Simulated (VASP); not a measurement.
Crystal: FeCo.

```
CELL_PARAMETERS angstrom
2.91690 0.00000 0.00000
0.00000 2.91690 0.00000
0.00000 0.00000 2.91690
ATOMIC_POSITIONS crystal
Fe 0.00000 0.00000 0.00000
Co 0.50000 0.50000 0.50000
```

The cell was generated, and may not be a known phase.

```yaml
Program: VASP 6.6.1
Task: relaxation of cell and atoms
Functional: PBE
Potentials_or_basis: VASP PAW PBE potentials, release 64 (Fe, Co)
Cutoff: 600 eV
k_mesh: 6 × 6 × 6
Occupations: gaussian, width 0.1 eV
Spin: collinear spin, ferromagnetic start
Starting_moments: "[4.0, 3.0] μB"
```

At the start: pressure -11.0 GPa; volume 12.41 Å³/atom.

Task: How do energy, volume and symmetry change on relaxing?

Result: Over 3 steps the energy falls by 31.2 meV/atom and the volume is 11.56 Å³/atom (-6.8 %); space group Pm-3m (No. 221, to 0.1 Å) before and after; moment 4.70 μB per cell.

Step by step:
```csv
step,energy change (eV),largest force (eV/Å),pressure (GPa),volume (Å³)
1,0.0000,0.0000,-10.99,24.82
2,-0.0197,0.0000,11.86,21.88
3,-0.0625,0.0000,-0.10,23.13
```

Final structure:
```cif
data_structure
_symmetry_space_group_name_H-M 'P 1'
_symmetry_Int_Tables_number 1
_cell_length_a 2.8492
_cell_length_b 2.8492
_cell_length_c 2.8492
_cell_angle_alpha 90.000
_cell_angle_beta 90.000
_cell_angle_gamma 90.000
_cell_volume 23.13
loop_
_atom_site_label
_atom_site_type_symbol
_atom_site_fract_x
_atom_site_fract_y
_atom_site_fract_z
_atom_site_occupancy
Fe1 Fe 0.00000 0.00000 0.00000 1
Co1 Co 0.50000 0.50000 0.50000 1
```
